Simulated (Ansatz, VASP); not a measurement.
**One calculation of MgO, two programs**

The input POSCAR:

```
MgO
1.0
    0.0000000000      2.1021674158      2.1021674158
    2.1021674158      0.0000000000      2.1021674158
    2.1021674158      2.1021674158      0.0000000000
Mg O
1 1
Direct
    0.0000000000      0.0000000000      0.0000000000
    0.5000000000      0.5000000000      0.5000000000
```

Contents of INCAR.step1:

```
  PREC = Accurate
  ENCUT = 520
  EDIFF = 1E-5
  ISMEAR = 0
  SIGMA = 0.01
  LREAL = F
  LASPH = T
  NELM = 60
  ALGO = Normal
  ISIF = 2
  LWAVE = T
  LCHARG = F
  GGA = PE
  NBANDS = 11
```

INCAR.step2

```
  PREC = Accurate
  ENCUT = 520
  EDIFF = 1E-7
  ISMEAR = 0
  SIGMA = 0.01
  LREAL = F
  LASPH = T
  NELM = 60
  ALGO = Normal
  ISIF = 2
  LWAVE = F
  LCHARG = F
  GGA = PE
  LHFCALC = T
  AEXX = 0.15
  HFSCREEN = 0.1
  PRECFOCK = Normal
  ISTART = 1
  NBANDS = 11
```

Contents of KPOINTS:

```
Automatic mesh
0
Gamma
  6 6 6
```

Input for Ansatz:

```yaml
crystal:
  lattice:
    - [0.0, 2.1021674158, 2.1021674158]
    - [2.1021674158, 0.0, 2.1021674158]
    - [2.1021674158, 2.1021674158, 0.0]
  atoms:
    - { symbol: Mg, position: [0.0, 0.0, 0.0] }
    - { symbol: O, position: [0.5, 0.5, 0.5] }
kpoints:
  mp_grid: { grid: [6, 6, 6] }
hamiltonian:
  xc: { exchange: pbe, correlation: pbe, exx: { coeff: 0.15, omega: 0.1 } }
scf:
  occupations: { method: fixed }
  n_extra_bands: 4
output:
  forces: true
  stress: true
  eigenvalues: true
```

Alike in both runs: task single point; functional PBE-based screened hybrid; k mesh 6 × 6 × 6; no spin polarisation.

|  | VASP | Ansatz |
| --- | --- | --- |
| version | VASP 6.6.1 | Ansatz 0.2.0 |
| potentials or method | VASP PAW PBE potentials, release 64 (Mg, O) | plane waves |
| plane-wave cutoff (eV) | 520 | 420 |
| occupations | gaussian, width 0.01 eV | fixed |
| valence electrons in the cell | 8 | 16 |

```csv
,VASP,Ansatz,Ansatz less VASP
gap on the k mesh at the Fermi level (eV),6.01,6.04,+0.028
pressure (GPa),1.4,1.9,+0.49
```

VASP's potentials were made for PBE, not for PBE-based screened hybrid. VASP's potentials hold 8 valence electrons a cell and Ansatz's 16, so a difference there can come from the potentials and not from the codes. Ansatz's warnings: stress exchange threshold loose, stress scf threshold loose.

The k mesh is coarse, so the values compare programs but aren't converged.
